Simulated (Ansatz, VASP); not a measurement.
## Two plane-wave programs on CuI

The input INCAR:

```
SYSTEM = CuI
PREC = Accurate
ENCUT = 600
EDIFF = 1E-6
ISMEAR = 0
SIGMA = 0.01
LREAL = .False.
LASPH = .True.
NELM = 80
ALGO = Normal
ISIF = 3
LWAVE = .False.
LCHARG = .False.
GGA = CA
IBRION = 2
NSW = 80
EDIFFG = -0.01
```

KPOINTS

```
Automatic mesh
0
Gamma
  4 4 4
  0 0 0
```

POSCAR

```
CuI
1.0
    4.0229000000      0.0000000000      0.0000000000
    0.0000000000      4.0229000000      0.0000000000
    0.0000000000      0.0000000000      5.6506000000
Cu I
2 2
Direct
    0.0000000000      0.0000000000      0.0000000000
    0.5000000000      0.5000000000      0.0000000000
    0.0000000000      0.5000000000      0.2913000000
    0.5000000000      0.0000000000      0.7087000000
```

Input for Ansatz:

```yaml
crystal:
  lattice:
    - [4.0229, 0.0, 0.0]
    - [0.0, 4.0229, 0.0]
    - [0.0, 0.0, 5.6506]
  atoms:
    - { symbol: Cu, position: [0.0, 0.0, 0.0] }
    - { symbol: Cu, position: [0.5, 0.5, 0.0] }
    - { symbol: I, position: [0.0, 0.5, 0.2913] }
    - { symbol: I, position: [0.5, 0.0, 0.7087] }
kpoints:
  mp_grid:
    grid: [4, 4, 4]
hamiltonian:
  xc: lda
  dispersion: none
scf:
  occupations:
    method: fixed
relax:
  cell: {}
```

Alike in both runs: task relaxation of cell and atoms; functional LDA; k mesh 4 × 4 × 4; no spin polarisation.

|  | VASP | Ansatz |
| --- | --- | --- |
| version | VASP 6.6.1 | Ansatz 0.2.0 |
| potentials or method | VASP PAW LDA potentials, release 64 (Cu, I) | plane waves, PAW |
| plane-wave cutoff (eV) | 600 | 420 |
| occupations | gaussian, width 0.01 eV | fixed |
| valence electrons in the cell | 36 | 72 |

```tsv
	VASP	Ansatz	Ansatz less VASP
relaxed volume (Å³/atom)	24.33	24.23	-0.105
relaxed length of the cell vector where the two differ most in proportion (Å)	6.131	6.120	-0.0109
```

LDA's correlation is that of Perdew and Zunger in VASP and of Perdew and Wang (1992) in Ansatz. VASP's potentials hold 36 valence electrons a cell and Ansatz's 72, so a difference there can come from the potentials and not from the codes.

Neither program's run includes spin-orbit coupling.
